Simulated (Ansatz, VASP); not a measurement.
This is a calculation of Rh for Ansatz 0.2.0.

input.yaml

```yaml
crystal:
  lattice:
    - [0.0, 1.89785, 1.89785]
    - [1.89785, 0.0, 1.89785]
    - [1.89785, 1.89785, 0.0]
  atoms:
    - { symbol: Rh, position: [0.0, 0.0, 0.0] }
kpoints:
  mp_grid: { grid: [12, 12, 12] }
scf:
  occupations: { method: gaussian, width: 0.013 }
hamiltonian:
  xc: pbe
  pseudopotentials: { kind: all_electron, lapw: { basis_error: 0.001 } }
output:
  forces: true
  stress: true
  eigenvalues: true
```

Potentials or basis: all-electron LAPW, scalar-relativistic.

Launch:

```sh
$ ansatz run input.yaml --threads 1 --pin off --max-ram 3072MiB --backend cpu --events-out ev --progress --plain --runs-dir out
```

Q: Set up the same calculation for VASP 6.6.1. Potentials there: VASP PAW PBE potentials, release 64 (Rh_pv).

A: As run (the cutoff follows the program's own potentials):

The input INCAR:

```
SYSTEM = Rh
PREC = Accurate
ENCUT = 520
EDIFF = 1E-6
ISMEAR = 0
SIGMA = 0.013000000000000001
LREAL = .False.
LASPH = .True.
NELM = 80
ALGO = Fast
ISIF = 2
LWAVE = .False.
LCHARG = .False.
GGA = PE
NBANDS = 14
```

File KPOINTS:

```
Automatic mesh
0
Gamma
  12 12 12
  0 0 0
```

Contents of POSCAR:

```
Rh
1.0
    0.0000000000      1.8978500000      1.8978500000
    1.8978500000      0.0000000000      1.8978500000
    1.8978500000      1.8978500000      0.0000000000
Rh
1
Direct
    0.0000000000      0.0000000000      0.0000000000
```

Potentials or basis: VASP PAW PBE potentials, release 64 (Rh_pv).

The run is started by

```sh
$ cat potpaw_PBE.64/Rh_pv/POTCAR > POTCAR
$ mpirun -np 1 vasp_std > vasp.out
```

Both were run:

|  | VASP | Ansatz | Ansatz less VASP |
| --- | --- | --- | --- |
| gap on the k mesh at the Fermi level (eV) | none | none | - |
| pressure (GPa) | 7.3 | 7.2 | -0.16 |

A gap of «none» marks a metal or a gap that the smearing closes. Ansatz ran all-electron here, and VASP with PAW potentials.
